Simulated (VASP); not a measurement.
# TaN (P-62m) in VASP: a series of runs, part 2 of 2

VASP 6.6.1. The steps go on from the part before.

**4. Single point, PBEsol**

This run uses another cell than the first one, of 11.12 Å³/atom, 1.043 times its volume.

File INCAR:

```
SYSTEM = TaN
  PREC = Accurate
  ENCUT = 520
  EDIFF = 1E-7
  ISMEAR = -1
  SIGMA = 0.1
  LREAL = .FALSE.
  LASPH = .TRUE.
  NELM = 60
  ALGO = Normal
  ISIF = 2
  LWAVE = .FALSE.
  LCHARG = .FALSE.
  GGA = PS
  NBANDS = 33
```

File KPOINTS:

```
regular mesh
0
G
  5 5 8
  0 0 0
```

File POSCAR:

```
TaN
1.0
    5.1611264660      0.0000000000      0.0000000000
   -2.5805632330      4.4696666336      0.0000000000
    0.0000000000      0.0000000000      2.8914624986
Ta N
3 3
Direct
    0.3333333333      0.6666666667      0.5000000000
    0.6666666667      0.3333333333      0.5000000000
    0.0000000000      0.0000000000      0.0000000000
    0.3928500000      0.0000000000      0.0000000000
    0.6071500000      0.6071500000      0.0000000000
    0.0000000000      0.3928500000      0.0000000000
```

Potentials or basis: VASP PAW PBE potentials, release 64 (Ta_pv, N).

The run is started by

```bash
$ cat potpaw_PBE.64/Ta_pv/POTCAR potpaw_PBE.64/N/POTCAR > POTCAR
$ mpirun -np 1 vasp_std > vasp.out
```

OUTCAR:

```text
SYSTEM = TaN
   PREC = Accurate
   ENCUT = 520
   EDIFF = 1E-7
   ISMEAR = -1
   LREAL = .FALSE.
   LASPH = .TRUE.
   NELM = 60
   ISIF = 2
   GGA = PS

 ion  position               nearest neighbor table
   1  0.333  0.667  0.500-   5 2.15   5 2.15   6 2.15   6 2.15   4 2.15   4 2.15   2 2.98   2 2.98
                             2 2.98   3 3.31   3 3.31   3 3.31   3 3.31   3 3.31   3 3.31
   2  0.667  0.333  0.500-   6 2.15   6 2.15   4 2.15   4 2.15   5 2.15   5 2.15   1 2.98   1 2.98
                             1 2.98   3 3.31   3 3.31   3 3.31   3 3.31   3 3.31   3 3.31
   3  0.000  0.000  0.000-   4 2.03   5 2.03   6 2.03   2 3.31   1 3.31   1 3.31   2 3.31   2 3.31
                             2 3.31   1 3.31   1 3.31   2 3.31   2 3.31   1 3.31   1 3.31
   4  0.393  0.000  0.000-   3 2.03   1 2.15   1 2.15   2 2.15   2 2.15
   5  0.607  0.607  0.000-   3 2.03   1 2.15   1 2.15   2 2.15   2 2.15
   6  0.000  0.393  0.000-   3 2.03   2 2.15   2 2.15   1 2.15   1 2.15

  LATTYP: Found a hexagonal cell.
 ALAT       =     5.1611264660
 C/A-ratio  =     0.5602386451

  Lattice vectors:

 A1 = (   5.1611264660,   0.0000000000,   0.0000000000)
 A2 = (  -2.5805632330,   4.4696666336,   0.0000000000)
 A3 = (   0.0000000000,   0.0000000000,   2.8914624986)

Analysis of symmetry for initial positions (statically):
=====================================================================
 Subroutine PRICEL returns:
 Original cell was already a primitive cell.

 Routine SETGRP: Setting up the symmetry group for a
 hexagonal supercell.

 Subroutine GETGRP returns: Found 12 space group operations
 (whereof 12 operations were pure point group operations)
 out of a pool of 24 trial point group operations.

The static configuration has the point symmetry D_3h.

Analysis of symmetry for dynamics (positions and initial velocities):
=====================================================================
 Subroutine PRICEL returns:
 Original cell was already a primitive cell.

 Routine SETGRP: Setting up the symmetry group for a
[... 130 lines left out ...]
   IALGO  =     38    algorithm
   IMIX   =      4    mixing-type and parameters
     AMIX     =   0.40;   BMIX     =  1.00
     AMIX_MAG =   1.60;   BMIX_MAG =  1.00
  volume/ion in A,a.u.               =      11.12        75.02
  Fermi-wavevector in a.u.,A,eV,Ry     =   1.467043  2.772309 29.282665  2.152215
  Thomas-Fermi vector in A             =   2.582708
   LORBIT       =      0    0 simple, 1 ext, 2 COOP (PROOUT), +10 PAW based schemes
   GGA     = PS    functional components
   LHFCALC =     F    Hartree Fock is set to
   AEXX    =    0.0000 exact exchange contribution
   IVDW    =     0    specifies the selected vdW correction
   LEPSILON=     F    determine dielectric tensor
   LRPA    =     F    only Hartree local field effects (RPA)
 non-spin polarized calculation
  energy-cutoff  :      520.00
  volume of cell :       66.70
 maximum number of plane-waves:      1822
 NGX is ok and might be reduce to    40
   NGX = 19   NGY = 19   NGZ = 11

 number of electron      47.9999999 magnetization

 Free energy of the ion-electron system (eV)
  ---------------------------------------------------
  ext. energy  EPLUGINS =         0.00000000
  ---------------------------------------------------
  free energy    TOTEN  =       -71.44832618 eV

  energy without entropy =      -71.42225736  energy(sigma->0) =      -71.43529177

 E-fermi :   8.5178     XC(G=0): -13.2692

 val. band max:        8.3234541401   @ k =   0.2000  -0.0000   0.1250
 cond. band min:       8.6442551750   @ k =   0.2000  -0.0000   0.2500
 fundamental gap:      0.3208010349
 Fermi energy:         8.5177585806

 k-point     1 :       0.0000    0.0000    0.0000
  band No.  band energies     occupation
      1     -27.7785      2.00000
      2     -27.7785      2.00000
      3     -27.4035      2.00000
      4     -27.4035      2.00000
      5     -27.2092      2.00000
      6     -27.0915      2.00000
[... 853 lines left out ...]
     32      13.4282      0.00000
     33      13.8005      0.00000

 [... further k-points ...]
[... 5 lines left out ...]
  --------------------------------------------------------------------------------------
  -------------------------------------------------------------------------------------
  Total        1.8531326      1.8531326      1.1801431      0.0000000      0.0000000      0.0000000
  in kB       44.5122848     44.5122849     28.3470627      0.0000000      0.0000000      0.0000000
  external PRESSURE =      39.1238775 kB  Pullay stress =       0.0000000 kB

 VOLUME and BASIS-vectors are now :
 -----------------------------------------------------------------------------
  energy-cutoff  :      520.00
  volume of cell :       66.70
      direct lattice vectors                 reciprocal lattice vectors
     5.161126466  0.000000000  0.000000000     0.193756151  0.111865166  0.000000000
    -2.580563233  4.469666634  0.000000000     0.000000000  0.223730332  0.000000000
     0.000000000  0.000000000  2.891462499     0.000000000  0.000000000  0.345845744

 POSITION                                       TOTAL-FORCE (eV/Angst)
 -----------------------------------------------------------------------------------
     -0.00000      2.97978      1.44573         0.000000      0.000000     -0.000000
      2.58056      1.48989      1.44573         0.000000      0.000000     -0.000000
      0.00000      0.00000      0.00000         0.000000      0.000000     -0.000000
      2.02755      0.00000      0.00000         0.085759      0.000000      0.000000
      1.56679      2.71376      0.00000        -0.042880     -0.074270      0.000000
     -1.01377      1.75591      0.00000        -0.042880      0.074270     -0.000000
 -----------------------------------------------------------------------------------
    total drift:                               -0.000001     -0.000003      0.000000

  FREE ENERGIE OF THE ION-ELECTRON SYSTEM (eV)
  ---------------------------------------------------
  free  energy   TOTEN  =       -71.4483261783 eV

  energy  without entropy=      -71.4222573590  energy(sigma->0) =      -71.43529177
```

Run time: 25 s. Hardware: 1 thread of Intel Xeon 6975P-C (Granite Rapids), shared host; peak memory 0.21 GiB.

What came out:

```yaml
Free_energy: -71.4483 eV
Pressure: 3.9 GPa
Largest_force: 0.086 eV/Å
Band_gap_on_the_k_mesh: zero (band 24 reaches 10.36 eV, above the bottom of band 25 at 7.17 eV)
```

Forces in eV/Å, atoms in the order of the input:
```
Ta   0.000  0.000  0.000
Ta   0.000  0.000  0.000
Ta   0.000  0.000  0.000
N    0.086  0.000  0.000
N   -0.043 -0.074  0.000
N   -0.043  0.074  0.000
```

Stress tensor (GPa, compression positive):
```
4.45 0.00 0.00
0.00 4.45 0.00
0.00 0.00 2.83
```

Levels at points of the mesh, in eV from the Fermi level:
| k point | band 20 | band 21 | band 22 | band 23 | band 24 | band 25 | band 26 | band 27 | band 28 | band 29 |
| --- | --- | --- | --- | --- | --- | --- | --- | --- | --- | --- |
| (0.00, 0.00, 0.00) | -5.23 | -4.44 | -3.48 | -2.07 | -1.06 | -1.06 | 0.45 | 0.45 | 1.76 | 1.86 |
| (0.00, 0.00, 0.50) | -4.67 | -4.49 | -3.06 | -3.06 | 1.85 | 1.85 | 1.93 | 2.14 | 2.14 | 3.25 |

Caveat: the PAW data sets were made with another functional, which shifts forces and pressure a little; spin-orbit coupling is left out, which moves the levels of the heavy elements.

**5. Single point, PBEsol**

This run uses another cell than the first one, of 11.34 Å³/atom, 1.064 times its volume.

File INCAR:

```
  PREC = Accurate
  ENCUT = 520
  EDIFF = 1E-6
  ISMEAR = -1
  SIGMA = 0.1
  LREAL = F
  LASPH = T
  NELM = 60
  ALGO = Normal
  ISIF = 2
  LWAVE = F
  LCHARG = T
  GGA = PS
  LELF = T
  LVHAR = T
  NBANDS = 33
```

File KPOINTS:

```
regular mesh
0
Gamma
  5 5 8
```

POSCAR: that of step 4 with these lines changed.

```diff
@@ -2,5 +2,5 @@
 1.0
-    5.1611264660      0.0000000000      0.0000000000
-   -2.5805632330      4.4696666336      0.0000000000
-    0.0000000000      0.0000000000      2.8914624986
+    5.1960000000      0.0000000000      0.0000000000
+   -2.5980000000      4.4998680000      0.0000000000
+    0.0000000000      0.0000000000      2.9110000000
 Ta N
```

Potentials or basis: VASP PAW PBE potentials, release 64 (Ta_pv, N).

The run is started by

```bash
$ cat potpaw_PBE.64/Ta_pv/POTCAR potpaw_PBE.64/N/POTCAR > POTCAR
$ mpirun -np 1 vasp_std > vasp.out
```

OUTCAR:

```text
PREC = Accurate
   ENCUT = 520
   EDIFF = 1E-6
   ISMEAR = -1
   LREAL = F
   LASPH = T
   NELM = 60
   ISIF = 2
   GGA = PS

 ion  position               nearest neighbor table
   1  0.333  0.667  0.500-   5 2.16   5 2.16   6 2.16   6 2.16   4 2.16   4 2.16   2 3.00   2 3.00
                             2 3.00   3 3.33   3 3.33   3 3.33   3 3.33   3 3.33   3 3.33
   2  0.667  0.333  0.500-   6 2.16   6 2.16   4 2.16   4 2.16   5 2.16   5 2.16   1 3.00   1 3.00
                             1 3.00   3 3.33   3 3.33   3 3.33   3 3.33   3 3.33   3 3.33
   3  0.000  0.000  0.000-   4 2.04   5 2.04   6 2.04   2 3.33   1 3.33   1 3.33   2 3.33   2 3.33
                             2 3.33   1 3.33   1 3.33   2 3.33   2 3.33   1 3.33   1 3.33
   4  0.393  0.000  0.000-   3 2.04   1 2.16   1 2.16   2 2.16   2 2.16
   5  0.607  0.607  0.000-   3 2.04   1 2.16   1 2.16   2 2.16   2 2.16
   6  0.000  0.393  0.000-   3 2.04   2 2.16   2 2.16   1 2.16   1 2.16

  LATTYP: Found a hexagonal cell.
 ALAT       =     5.1960000000
 C/A-ratio  =     0.5602386451

  Lattice vectors:

 A1 = (   5.1960000000,   0.0000000000,   0.0000000000)
 A2 = (  -2.5980000000,   4.4998680000,   0.0000000000)
 A3 = (   0.0000000000,   0.0000000000,   2.9110000000)

Analysis of symmetry for initial positions (statically):
=====================================================================
 Subroutine PRICEL returns:
 Original cell was already a primitive cell.

 Routine SETGRP: Setting up the symmetry group for a
 hexagonal supercell.

 Subroutine GETGRP returns: Found 12 space group operations
 (whereof 12 operations were pure point group operations)
 out of a pool of 24 trial point group operations.

The static configuration has the point symmetry D_3h.

Analysis of symmetry for dynamics (positions and initial velocities):
=====================================================================
[... 132 lines left out ...]
   ISMEAR =    -1;   SIGMA  =   0.10  broadening in eV -4-tet -1-fermi 0-gaus
   EFERMI_NEDOS =   21; number of points for ismear=-14 and -15
   IALGO  =     38    algorithm
   IMIX   =      4    mixing-type and parameters
     AMIX     =   0.40;   BMIX     =  1.00
     AMIX_MAG =   1.60;   BMIX_MAG =  1.00
  volume/ion in A,a.u.               =      11.34        76.55
  Fermi-wavevector in a.u.,A,eV,Ry     =   1.457197  2.753703 28.890916  2.123422
  Thomas-Fermi vector in A             =   2.574026
   LORBIT       =      0    0 simple, 1 ext, 2 COOP (PROOUT), +10 PAW based schemes
   GGA     = PS    functional components
   LHFCALC =     F    Hartree Fock is set to
   AEXX    =    0.0000 exact exchange contribution
   IVDW    =     0    specifies the selected vdW correction
   LEPSILON=     F    determine dielectric tensor
   LRPA    =     F    only Hartree local field effects (RPA)
 non-spin polarized calculation
  energy-cutoff  :      520.00
  volume of cell :       68.06
 maximum number of plane-waves:      1860
 NGX is ok and might be reduce to    40
   NGX = 19   NGY = 19   NGZ = 11

 number of electron      48.0000002 magnetization

 Free energy of the ion-electron system (eV)
  ---------------------------------------------------
  ext. energy  EPLUGINS =         0.00000000
  ---------------------------------------------------
  free energy    TOTEN  =       -71.45321991 eV

  energy without entropy =      -71.42671504  energy(sigma->0) =      -71.43996748

 E-fermi :   8.2896     XC(G=0): -13.1607

 val. band max:        8.1012210069   @ k =   0.2000  -0.0000   0.1250
 cond. band min:       8.4118502460   @ k =   0.2000  -0.0000   0.2500
 fundamental gap:      0.3106292391
 Fermi energy:         8.2896146701

 k-point     1 :       0.0000    0.0000    0.0000
  band No.  band energies     occupation
      1     -27.9991      2.00000
      2     -27.9991      2.00000
      3     -27.6440      2.00000
      4     -27.6440      2.00000
      5     -27.4686      2.00000
      6     -27.3604      2.00000
[... 853 lines left out ...]
     32      13.0548      0.00000
     33      13.4309      0.00000

 [... further k-points ...]
[... 5 lines left out ...]
  --------------------------------------------------------------------------------------
  -------------------------------------------------------------------------------------
  Total       -0.9693283     -0.9693283     -1.7838510      0.0000000      0.0000000      0.0000000
  in kB      -22.8176196    -22.8176196    -41.9911756      0.0000000      0.0000000      0.0000000
  external PRESSURE =     -29.2088049 kB  Pullay stress =       0.0000000 kB

 VOLUME and BASIS-vectors are now :
 -----------------------------------------------------------------------------
  energy-cutoff  :      520.00
  volume of cell :       68.06
      direct lattice vectors                 reciprocal lattice vectors
     5.196000000  0.000000000  0.000000000     0.192455735  0.111114370  0.000000000
    -2.598000000  4.499868000  0.000000000     0.000000000  0.222228741  0.000000000
     0.000000000  0.000000000  2.911000000     0.000000000  0.000000000  0.343524562

 POSITION                                       TOTAL-FORCE (eV/Angst)
 -----------------------------------------------------------------------------------
     -0.00000      2.99991      1.45550         0.000000      0.000000      0.000000
      2.59800      1.49996      1.45550         0.000000      0.000000      0.000000
      0.00000      0.00000      0.00000         0.000000      0.000000      0.000000
      2.04125      0.00000      0.00000        -0.002685      0.000000     -0.000000
      1.57738      2.73209      0.00000         0.001343      0.002325      0.000000
     -1.02062      1.76777      0.00000         0.001343     -0.002325      0.000000
 -----------------------------------------------------------------------------------
    total drift:                               -0.000002     -0.000003      0.000000

  FREE ENERGIE OF THE ION-ELECTRON SYSTEM (eV)
  ---------------------------------------------------
  free  energy   TOTEN  =       -71.4532199134 eV

  energy  without entropy=      -71.4267150419  energy(sigma->0) =      -71.43996748
```

OSZICAR:

```text
N       E                     dE             d eps       ncg     rms          rms(c)
DAV:   1     0.439616481050E+03    0.43962E+03   -0.26015E+04  1650   0.152E+03
DAV:   2    -0.516251811482E+02   -0.49124E+03   -0.46802E+03  1896   0.447E+02
DAV:   3    -0.800884484046E+02   -0.28463E+02   -0.27989E+02  2022   0.104E+02
DAV:   4    -0.806294442758E+02   -0.54100E+00   -0.53766E+00  2051   0.142E+01
DAV:   5    -0.806422210845E+02   -0.12777E-01   -0.12762E-01  2132   0.173E+00    0.438E+01
DAV:   6    -0.717683295710E+02    0.88739E+01   -0.44198E+01  2101   0.358E+01    0.185E+01
DAV:   7    -0.715415734405E+02    0.22676E+00   -0.22068E+00  2019   0.800E+00    0.107E+01
DAV:   8    -0.714698695172E+02    0.71704E-01   -0.38519E-01  2007   0.368E+00    0.100E+00
DAV:   9    -0.714541889083E+02    0.15681E-01   -0.42255E-02  2076   0.141E+00    0.367E-01
DAV:  10    -0.714534925926E+02    0.69632E-03   -0.11732E-02  2059   0.541E-01    0.196E-01
DAV:  11    -0.714532600742E+02    0.23252E-03   -0.23535E-03  2088   0.295E-01    0.461E-02
DAV:  12    -0.714532197188E+02    0.40355E-04   -0.21327E-04  2031   0.850E-02    0.161E-02
DAV:  13    -0.714532198620E+02   -0.14323E-06   -0.13082E-05  1849   0.209E-02    0.456E-03
DAV:  14    -0.714532199134E+02   -0.51405E-07   -0.61773E-07  1117   0.624E-03
   1 F= -.71453220E+02 E0= -.71439967E+02  d E =-.265049E-01
```

Wall time 24 s (1 thread of Intel Xeon 6975P-C (Granite Rapids), shared host); peak memory 0.21 GiB.

Results:

| Property | Result |
| --- | --- |
| Free energy | -71.4532 eV |
| Pressure | -2.9 GPa |
| Band gap on the k mesh | zero (band 24 reaches 10.09 eV, above the bottom of band 25 at 6.97 eV) |

Forces in eV/Å, atoms in the order of the input:
```
Ta   0.000  0.000  0.000
Ta   0.000  0.000  0.000
Ta   0.000  0.000  0.000
N   -0.003  0.000  0.000
N    0.001  0.002  0.000
N    0.001 -0.002  0.000
```

Levels at points of the mesh, in eV from the Fermi level:
```csv
k point,band 22,band 23,band 24,band 25,band 26,band 27
"(0.00, 0.00, 0.00)",-3.43,-2.04,-1.03,-1.03,0.45,0.45
"(0.00, 0.00, 0.50)",-2.99,-2.99,1.80,1.80,1.89,2.08
```

Caveat: the PAW data sets were made with another functional, which shifts forces and pressure a little; spin-orbit coupling is left out, which moves the levels of the heavy elements.

**6. Summary**

| cell | gap on the mesh (eV) | pressure (GPa) | largest force (eV/Å) |
| --- | --- | --- | --- |
| a = 5.090, b = 5.090, c = 2.852 Å, angles 90.0, 90.0, 120.0°, 6 atoms | none | 20.0 | 0.28 |
| a = 5.126, b = 5.126, c = 2.872 Å, angles 90.0, 90.0, 120.0°, 6 atoms | none | 11.5 | 0.18 |
| a = 5.161, b = 5.161, c = 2.891 Å, angles 90.0, 90.0, 120.0°, 6 atoms | none | 3.9 | 0.09 |
| a = 5.196, b = 5.196, c = 2.911 Å, angles 90.0, 90.0, 120.0°, 6 atoms | none | -2.9 | - |

Alike in all rows: task single point; level PBEsol; potentials or basis VASP PAW PBE potentials, release 64 (Ta_pv, N); no spin polarisation; k mesh 5 × 5 × 8; cutoff (eV) 520; smearing fermi-dirac 0.1 eV.

Caveats: the PAW data sets were made with another functional, which shifts forces and pressure a little; spin-orbit coupling is left out, which moves the levels of the heavy elements.

Absolute energies hang on the potentials; compare differences alone.
